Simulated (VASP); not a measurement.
## ZrB2: single point with PBEsol

ZrB2:

```
Zr B
1.0
     3.24950    0.00000    0.00000
    -1.62475    2.81415    0.00000
     0.00000    0.00000    3.33140
Zr B
1 2
Direct
  0.00000 0.00000 0.00000
  0.33333 0.66667 0.50000
  0.66667 0.33333 0.50000
```

* Program: VASP 6.6.1
* Task: single point
* Functional: PBEsol
* Potentials or basis: VASP PAW PBE potentials, release 64 (Zr_sv, B)
* Cutoff: 520 eV
* k mesh: 15 × 15 × 12
* Occupations: gaussian, width 0.15 eV
* Spin: no spin polarisation

```
Pressure               : -2.1 GPa
Band gap on the k mesh : zero (bands 9 and 10 overlap by 1.15 eV)
```

Stress tensor (GPa, compression positive):
```
-11.02   0.00   0.00
  0.00 -11.02   0.00
  0.00   0.00  15.70
```

Levels at points of the mesh, in eV from the Fermi level:
| k point | band 5 | band 6 | band 7 | band 8 | band 9 | band 10 | band 11 | band 12 | band 13 | band 14 |
| --- | --- | --- | --- | --- | --- | --- | --- | --- | --- | --- |
| (0.00, 0.00, 0.00) | -12.61 | -3.19 | -3.19 | -2.43 | -1.60 | 3.47 | 3.47 | 3.81 | 4.66 | 4.66 |
| (0.00, 0.00, 0.50) | -10.19 | -6.94 | -1.24 | -1.24 | -0.42 | -0.42 | 0.76 | 0.76 | 3.33 | 4.29 |

Run time: 38 s on 1 thread of AMD EPYC 9R45 96-Core Processor (Zen 5) (shared host), peak memory 0.18 GiB.

Caveat: the PAW data sets were made with another functional, which shifts forces and pressure a little.
